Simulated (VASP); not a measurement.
# Lu (P6_3/mmc) in VASP: single point with LDA

Aim: the single point of Lu with LDA.

Everything below comes from runs of VASP 6.6.1. Logs are shortened: lines on timing, memory, paths and dates and some standing lists are left out, and cuts for length are marked.

### 1 The cell of the first run

The structure is hexagonal, space group P6_3/mmc (No. 194). The conventional cell has a = 3.457 Å, b = 3.457 Å, c = 11.107 Å, α = 90.00°, β = 90.00°, γ = 120.00°. Lu (site symmetry -3m) has 12 Lu at 3.42 to 3.46 Å within 4.5 Å. Within 4.5 Å of Lu (site symmetry -6m2) lie 12 Lu at 3.42 to 3.46 Å.

### 2 Single point, LDA (28.74 Å³/atom)

Contents of INCAR:

```
ALGO     = Normal         # electronic algorithm
EDIFF    = 1E-6           # SCF threshold, eV
ENCUT    = 520            # plane-wave cutoff, eV
GGA      = CA             # functional
ISIF     = 2              # what is computed and relaxed
ISMEAR   = -1             # smearing method
LASPH    = True           # aspherical terms in the spheres
LCHARG   = True           # write CHGCAR
LELF     = True           # ELF
LREAL    = False          # projectors in reciprocal space
LVHAR    = True         
LWAVE    = False          # write WAVECAR
NBANDS   = 58             # bands
NELM     = 100            # most SCF steps
PREC     = Accurate       # precision mode
SIGMA    = 0.1            # smearing width, eV
```

Contents of KPOINTS:

```
k-points
0
Gamma
  12 12 4
```

Contents of POSCAR:

```
Lu
1.0
    3.4568343489      0.0000000000      0.0000000000
   -1.7284171744      2.9937063628      0.0000000000
    0.0000000000      0.0000000000     11.1067242356
Lu
4
Direct
    0.0000000000      0.0000000000      0.0000000000
    1.0000000000      0.0000000000      0.5000000000
    0.3333333333      0.6666666667      0.2500000000
    0.6666666667      0.3333333333      0.7500000000
```

Potentials or basis: VASP PAW PBE potentials, release 64 (Lu).

Started as:

```sh
$ cat potpaw_PBE.64/Lu/POTCAR > POTCAR
$ mpirun -np 1 vasp_std > vasp.out
```

OUTCAR:

```text
EDIFF = 1E-6
   ENCUT = 520
   GGA = CA
   ISIF = 2
   ISMEAR = -1
   LASPH = True
   LREAL = False
   NELM = 100
   PREC = Accurate

 ion  position               nearest neighbor table
   1  0.000  0.000  0.000-   3 3.42   4 3.42   3 3.42   4 3.42   4 3.42   3 3.42
   2  0.000  0.000  0.500-   3 3.42   4 3.42   3 3.42   4 3.42   4 3.42   3 3.42
   3  0.333  0.667  0.250-   1 3.42   2 3.42   1 3.42   2 3.42   1 3.42   2 3.42
   4  0.667  0.333  0.750-   1 3.42   2 3.42   1 3.42   2 3.42   1 3.42   2 3.42

  LATTYP: Found a hexagonal cell.
 ALAT       =     3.4568343489
 C/A-ratio  =     3.2129755477

  Lattice vectors:

 A1 = (   3.4568343489,   0.0000000000,   0.0000000000)
 A2 = (  -1.7284171744,   2.9937063628,   0.0000000000)
 A3 = (   0.0000000000,   0.0000000000,  11.1067242356)

Analysis of symmetry for initial positions (statically):
=====================================================================
 Subroutine PRICEL returns:
 Original cell was already a primitive cell.

 Routine SETGRP: Setting up the symmetry group for a
 hexagonal supercell.

 Subroutine GETGRP returns: Found 24 space group operations
 (whereof 12 operations were pure point group operations)
 out of a pool of 24 trial point group operations.

The static configuration has the point symmetry D_3d.
 The point group associated with its full space group is D_6h.

Analysis of symmetry for dynamics (positions and initial velocities):
=====================================================================
 Subroutine PRICEL returns:
 Original cell was already a primitive cell.

 Routine SETGRP: Setting up the symmetry group for a
 hexagonal supercell.

 Subroutine GETGRP returns: Found 24 space group operations
 (whereof 12 operations were pure point group operations)
 out of a pool of 24 trial point group operations.

The dynamic configuration has the point symmetry D_3d.
 The point group associated with its full space group is D_6h.

 Subroutine INISYM returns: Found 24 space group operations
 (whereof 12 operations are pure point group operations),
 and found     1 'primitive' translations

----------------------------------------------------------------------------------------

                                     Primitive cell

  volume of cell :     114.9407

  direct lattice vectors                    reciprocal lattice vectors
     3.456834349  0.000000000  0.000000000     0.289282013  0.167017048  0.000000000
    -1.728417174  2.993706363  0.000000000     0.000000000  0.334034096  0.000000000
     0.000000000  0.000000000 11.106724236     0.000000000  0.000000000  0.090035548

  length of vectors
     3.456834349  3.456834349 11.106724236     0.334034096  0.334034096  0.090035548

  position of ions in fractional coordinates (direct lattice)
     0.000000000  0.000000000  0.000000000
     0.000000000  0.000000000  0.500000000
     0.333333333  0.666666667  0.250000000
     0.666666667  0.333333333  0.750000000

  ion indices of the primitive-cell ions
   primitive index   ion index
                 1           1
                 2           2
                 3           3
                 4           4

----------------------------------------------------------------------------------------

 KPOINTS: k-points

Automatic generation of k-mesh.
 Grid dimensions read from file:
 generate k-points for:   12   12    4

 Generating k-lattice:

  Cartesian coordinates                     Fractional coordinates (reciprocal lattice)
     0.024106834  0.013918087  0.000000000     0.083333333  0.000000000  0.000000000
     0.000000000  0.027836175  0.000000000     0.000000000  0.083333333  0.000000000
     0.000000000  0.000000000  0.022508887     0.000000000  0.000000000  0.250000000

  Length of vectors
     0.027836175  0.027836175  0.022508887

  Shift w.r.t. Gamma in fractional coordinates (k-lattice)
     0.000000000  0.000000000  0.000000000

 Subroutine IBZKPT returns following result:
 ===========================================

 Found     57 irreducible k-points:

 Following reciprocal coordinates:
            Coordinates               Weight
  0.000000  0.000000  0.000000      1.000000
  0.083333  0.000000  0.000000      6.000000
  0.166667  0.000000  0.000000      6.000000
  0.250000  0.000000  0.000000      6.000000
  0.333333  0.000000  0.000000      6.000000
  0.416667  0.000000  0.000000      6.000000
[... 16 lines left out ...]
  0.250000  0.000000  0.250000     12.000000
  0.333333  0.000000  0.250000     12.000000
 [... further k-points ...]
   k-points           NKPTS =     57   k-points in BZ     NKDIM =     57   number of bands    NBANDS=     58
   number of dos      NEDOS =    301   number of ions     NIONS =      4
   total plane-waves  NPLWV =  65856
   dimension x,y,z NGX =    28 NGY =   28 NGZ =   84
   dimension x,y,z NGXF=    56 NGYF=   56 NGZF=  168
   ions per type =               4
   NGX,Y,Z   is equivalent  to a cutoff of  13.47, 13.47, 12.57 a.u.
   NGXF,Y,Z  is equivalent  to a cutoff of  26.93, 26.93, 25.15 a.u.
 SYSTEM =  unknown system
   PREC   = accura    normal or accurate (medium, high low for compatibility)
   ISTART =      0    job   : 0-new  1-cont  2-samecut
   ICHARG =      2    charge: 1-file 2-atom 10-const
   ISPIN  =      1    spin polarized calculation?
   LNONCOLLINEAR =      F non collinear calculations
   LSORBIT =      F    spin-orbit coupling
   LASPH  =      T    aspherical Exc in radial PAW
   ENCUT  =  520.0 eV  38.22 Ry    6.18 a.u.   6.43  6.43 20.65*2*pi/ulx,y,z
   NELM   =    100;   NELMIN=  2; NELMDL= -5     # of ELM steps
   EDIFF  = 0.1E-05   stopping-criterion for ELM
   LREAL  =      F    real-space projection
   EDIFFG = 0.1E-04   stopping-criterion for IOM
   NSW    =      0    number of steps for IOM
   IBRION =     -1    ionic relax: 0-MD 1-quasi-New 2-CG
   NFREE  =      0    steps in history (QN), initial steepest desc. (CG)
   ISIF   =      2    stress and relaxation
   ISYM   =      2    0-nonsym 1-usesym 2-fastsym
   POTIM  = 0.5000    time-step for ionic-motion
   TEBEG  =    0.0;   TEEND  =   0.0 temperature during run
   PSTRESS=    0.0 pullay stress
   NELECT =     100.0000    total number of electrons
   NUPDOWN=      -1.0000    fix difference up-down
   EMIN   =  10.00;   EMAX   =-10.00  energy-range for DOS
   EFERMI =   0.00;   METHOD = LEGACY
   ISMEAR =    -1;   SIGMA  =   0.10  broadening in eV -4-tet -1-fermi 0-gaus
   EFERMI_NEDOS =   21; number of points for ismear=-14 and -15
   IALGO  =     38    algorithm
   IMIX   =      4    mixing-type and parameters
     AMIX     =   0.40;   BMIX     =  1.00
     AMIX_MAG =   1.60;   BMIX_MAG =  1.00
  volume/ion in A,a.u.               =      28.74       193.91
  Fermi-wavevector in a.u.,A,eV,Ry     =   1.562849  2.953356 33.232173  2.442496
  Thomas-Fermi vector in A             =   2.665707
   LORBIT       =      0    0 simple, 1 ext, 2 COOP (PROOUT), +10 PAW based schemes
   GGA     = CA    functional components
   LHFCALC =     F    Hartree Fock is set to
   AEXX    =    0.0000 exact exchange contribution
   IVDW    =     0    specifies the selected vdW correction
   LEPSILON=     F    determine dielectric tensor
   LRPA    =     F    only Hartree local field effects (RPA)
 non-spin polarized calculation
  energy-cutoff  :      520.00
  volume of cell :      114.94
 maximum number of plane-waves:      3129
 NGX is ok and might be reduce to    28
   NGX = 13   NGY = 13   NGZ = 41

 number of electron     100.0000000 magnetization

 number of electron      99.9999978 magnetization

 Free energy of the ion-electron system (eV)
  ---------------------------------------------------
  ext. energy  EPLUGINS =         0.00000000
  ---------------------------------------------------
  free energy    TOTEN  =       -20.65715482 eV

  energy without entropy =      -20.45753692  energy(sigma->0) =      -20.55734587

 E-fermi :   2.0095     XC(G=0): -11.0412

 val. band max:        2.0032334101   @ k =   0.2500   0.0833   0.2500
 cond. band min:       2.0276040339   @ k =   0.2500   0.1667   0.2500
 fundamental gap:      0.0243706238
 Fermi energy:         2.0095492337

 k-point     1 :       0.0000    0.0000    0.0000
  band No.  band energies     occupation
      1     -53.8944      2.00000
      2     -53.8808      2.00000
      3     -53.8717      2.00000
      4     -53.8581      2.00000
      5     -25.0353      2.00000
      6     -24.7787      2.00000
[... 50 lines left out ...]
     57       4.4514      0.00000
     58       4.4876      0.00000

 k-point     2 :       0.0833    0.0000    0.0000
  band No.  band energies     occupation
      1     -53.8925      2.00000
      2     -53.8795      2.00000
      3     -53.8704      2.00000
      4     -53.8572      2.00000
      5     -25.0236      2.00000
      6     -24.7827      2.00000
[... 50 lines left out ...]
     57       4.5289      0.00000
     58       4.6672      0.00000

 k-point     3 :       0.1667    0.0000    0.0000
  band No.  band energies     occupation
      1     -53.8874      2.00000
      2     -53.8758      2.00000
      3     -53.8667      2.00000
      4     -53.8551      2.00000
      5     -24.9903      2.00000
      6     -24.8011      2.00000
[... 1216 lines left out ...]
      3     -53.8594      2.00000
      4     -53.8533      2.00000
      5     -24.9364      2.00000
      6     -24.8840      2.00000
[... 50 lines left out ...]
     57       4.4833      0.00000
     58       4.8321      0.00000

 k-point    24 :       0.3333    0.0000    0.2500
  band No.  band energies     occupation
      1     -53.8715      2.00000
      2     -53.8671      2.00000
      3     -53.8552      2.00000
      4     -53.8507      2.00000
      5     -24.9406      2.00000
      6     -24.9027      2.00000
[... 50 lines left out ...]
     57       4.2403      0.00000
     58       4.8395      0.00000

 [... further k-points ...]

------------------------ aborting loop because EDIFF is reached ----------------------------------------

  FORCE on cell =-STRESS in cart. coord.  units (eV):
  Direction    XX          YY          ZZ          XY          YZ          ZX
  --------------------------------------------------------------------------------------
  -------------------------------------------------------------------------------------
  Total       -3.3804599     -3.3804599     -3.4549501     -0.0000000      0.0000000      0.0000000
  in kB      -47.1207950    -47.1207950    -48.1591265     -0.0000000      0.0000000      0.0000000
  external PRESSURE =     -47.4669055 kB  Pullay stress =       0.0000000 kB

 VOLUME and BASIS-vectors are now :
 -----------------------------------------------------------------------------
  energy-cutoff  :      520.00
  volume of cell :      114.94
      direct lattice vectors                 reciprocal lattice vectors
     3.456834349  0.000000000  0.000000000     0.289282013  0.167017048  0.000000000
    -1.728417174  2.993706363  0.000000000     0.000000000  0.334034096  0.000000000
     0.000000000  0.000000000 11.106724236     0.000000000  0.000000000  0.090035548

 POSITION                                       TOTAL-FORCE (eV/Angst)
 -----------------------------------------------------------------------------------
      0.00000      0.00000      0.00000        -0.000000      0.000000      0.000000
      0.00000      0.00000      5.55336         0.000000      0.000000      0.000000
     -0.00000      1.99580      2.77668        -0.000000     -0.000000     -0.000000
      1.72842      0.99790      8.33004         0.000000      0.000000      0.000000
 -----------------------------------------------------------------------------------
    total drift:                                0.000000     -0.000000      0.000000

  FREE ENERGIE OF THE ION-ELECTRON SYSTEM (eV)
  ---------------------------------------------------
  free  energy   TOTEN  =       -20.6571548242 eV

  energy  without entropy=      -20.4575369164  energy(sigma->0) =      -20.55734587
```

Wall time 6.9 min (1 thread of AMD EPYC 7R13 (Zen 3), shared host); peak memory 0.36 GiB.

Results:

| Quantity | Value |
| --- | --- |
| Free energy | -20.6572 eV |
| Pressure | -4.7 GPa |
| Band gap on the k mesh | zero (bands 50 and 51 overlap by 1.48 eV) |

Stress tensor (GPa, compression positive):
```
-4.71  0.00  0.00
 0.00 -4.71  0.00
 0.00  0.00 -4.82
```

Caveat: the cell stands under tension; the PAW data sets were made with another functional, which shifts forces and pressure a little; spin-orbit coupling is left out, which moves the levels of the heavy elements.
